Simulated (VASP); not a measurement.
Crystal: BP.

```
B P
1.0
     0.00000    2.26832    2.26832
     2.26832    0.00000    2.26832
     2.26832    2.26832    0.00000
B P
1 1
Cartesian
  0.0000 0.0000 0.0000
  1.1342 1.1342 1.1342
```

Base run:

- Program: VASP 6.6.1
- Functional: PBE
- Potentials or basis: VASP PAW PBE potentials, release 64 (B, P)
- Cutoff: 520 eV
- k mesh: 6 × 6 × 6
- Occupations: gaussian, width 0.01 eV
- Spin: no spin polarisation

Its results: band gap on the k mesh 1.33 eV, indirect (least direct gap 3.40 eV); pressure 1.2 GPa.

Problem. The run is repeated on the same cell with these changes: functional from PBE to PBE0. What comes out?

Solution. Band gap on the k mesh 2.79 eV, indirect (least direct gap 5.05 eV); pressure -2.0 GPa.

PBE0 gives the wider gap, since exact exchange removes part of the self-interaction.

Caveats: the PAW data sets were made with another functional, which shifts forces and pressure a little (some runs).

A k mesh can miss the band edges.
